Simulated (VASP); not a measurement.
A run of VASP 6.6.1 is set up as follows.

POSCAR

```
La
1.0
    3.7569539700      0.0000000000      0.0000000000
   -1.8784769900      3.2536223300      0.0000000000
    0.0000000000      0.0000000000      6.0812561600
La
2
Direct
    0.3333300000      0.6666700000      0.2500000000
    0.6666600000      0.3333300000      0.7500000000
```

INCAR.step1

```
PREC = Accurate
ENCUT = 520
ISMEAR = -1
SIGMA = 0.1
LREAL = False
LASPH = True
NELM = 60
NBANDS = 18
GGA = PE
ALGO = Normal
EDIFF = 1E-4
LWAVE = True
LCHARG = False
```

File INCAR.step2:

```
PREC = Accurate
ENCUT = 520
EDIFF = 1E-6
ISMEAR = -1
SIGMA = 0.1
LREAL = False
LASPH = True
NELM = 60
ALGO = Normal
ISIF = 2
LWAVE = False
LCHARG = False
METAGGA = R2SCAN
LMIXTAU = True
NBANDS = 18
ISTART = 1
```

Contents of KPOINTS:

```
regular mesh
0
Gamma
  10 10 6
```

Potentials or basis: VASP PAW PBE potentials, release 64 (La).

The run is started by

```bash
$ cat potpaw_PBE.64/La/POTCAR > POTCAR
$ cp INCAR.step1 INCAR
$ mpirun -np 1 vasp_std > vasp.out
$ cp INCAR.step2 INCAR
$ mpirun -np 1 vasp_std > vasp.out
```

Task: What does it give for the pressure?

Result: 0.6 GPa.

Task: What does it give for the band gap on the k mesh?

Result: Zero (bands 11 and 12 overlap by 1.69 eV).

Stress tensor (GPa, compression positive):
```
0.79 0.00 0.00
0.00 0.79 0.00
0.00 0.00 0.19
```

Caveat: the PAW data sets were made with another functional, which shifts forces and pressure a little; spin-orbit coupling is left out, which moves the levels of the heavy elements.
